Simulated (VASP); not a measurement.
Crystal: CdTe.

```
CELL_PARAMETERS angstrom
0.00000 3.14013 3.14013
3.14013 0.00000 3.14013
3.14013 3.14013 0.00000
ATOMIC_POSITIONS crystal
Cd 0.00000 0.00000 0.00000
Te 0.75000 0.75000 0.75000
```

Base run:

| Item | Value |
| --- | --- |
| Program | VASP 6.6.1 |
| Functional | PBE |
| Dispersion | D3(BJ) |
| Potentials or basis | VASP PAW PBE potentials, release 64 (Cd, Te) |
| Cutoff | 520 eV |
| k mesh | 9 × 9 × 9 |
| Occupations | fermi-dirac, width 0.08 eV |
| Spin | no spin polarisation |

Its results: band gap on the k mesh 1.07 eV, direct; pressure 6.0 GPa.

Problem. The run is repeated on the same cell with these changes: dispersion from D3(BJ) to none. What comes out?

Solution. Band gap on the k mesh 1.07 eV, direct; pressure 8.2 GPa.

Dispersion adds attraction, which lowers the pressure at fixed volume and, as a term added to the energy, leaves the levels alone.

Caveats: spin-orbit coupling is left out, which moves the levels of the heavy elements.

